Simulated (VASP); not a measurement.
Set up this calculation in VASP 6.6.1, as the native input.

```
Task                   : single point
Functional             : PBE
Potentials or basis    : VASP PAW PBE potentials, release 64 (Sn_d, Se)
Cutoff                 : 520 eV
k mesh                 : 2 × 2 × 2
Occupations            : fermi-dirac, width 0.02 eV
Spin                   : no spin polarisation
Dipole correction      : no
Further INCAR settings : LREAL = Auto; ALGO = Normal; EDIFF = 1e-06; NBANDS = 94
```

The structure of SnSe lies in POSCAR:

```
SnSe
1.0
    0.0000000000      5.9697789912      5.9697789912
    5.9697789912      0.0000000000      5.9697789912
    5.9697789912      5.9697789912      0.0000000000
Sn Se
8 8
Direct
    0.0076963486      0.0023381938     -0.0067891123
   -0.0000705219     -0.0057439312      0.5022303178
   -0.0005093991      0.5069249640     -0.0031113380
    0.0001666728      0.4995221774      0.5034993765
    0.4995106191     -0.0034746680      0.0055576597
    0.5033673783      0.0059082589      0.4999716077
    0.5045882778      0.5014168036     -0.0064757004
    0.4994331456      0.4899547377      0.5052442485
    0.2459456208      0.2521332870      0.2533685087
    0.2388125259      0.2536802455      0.7508942972
    0.2545087519      0.7552569378      0.2423109804
    0.2508508275      0.7543981120      0.7439446262
    0.7486745333      0.2445954033      0.2528178183
    0.7583644230      0.2443244553      0.7519926628
    0.7449963402      0.7622344993      0.2450217172
    0.7506266993      0.7500204793      0.7532663281
```

One way to write it, as run:

INCAR

```
SYSTEM = SnSe
PREC = Accurate
ENCUT = 520
EDIFF = 1E-6
ISMEAR = -1
SIGMA = 0.02
LREAL = Auto
LASPH = .TRUE.
NELM = 60
ALGO = Normal
ISIF = 2
LWAVE = .FALSE.
LCHARG = .TRUE.
GGA = PE
LELF = .TRUE.
LVHAR = .TRUE.
NBANDS = 94
```

KPOINTS

```
regular mesh
0
G
  2 2 2
  0 0 0
```

Potentials or basis: VASP PAW PBE potentials, release 64 (Sn_d, Se).

Command:

```console
$ cat potpaw_PBE.64/Sn_d/POTCAR potpaw_PBE.64/Se/POTCAR > POTCAR
$ mpirun -np 1 vasp_std > vasp.out
```

It gave:

```json
{
  "Pressure": "1.0 GPa",
  "Largest force": "0.310 eV/Å",
  "Band gap on the k mesh": "0.65 eV"
}
```

Caveat: the k points lie up to 0.46 Å⁻¹ apart; the atoms stand as in a frame of molecular dynamics; semilocal functionals underestimate gaps, and a narrow one can read as zero; spin-orbit coupling is left out, which moves the levels of the heavy elements.

It took 17 min on 1 thread of Oxide Virtual Turin-like Processor (shared host), peak memory 0.61 GiB.
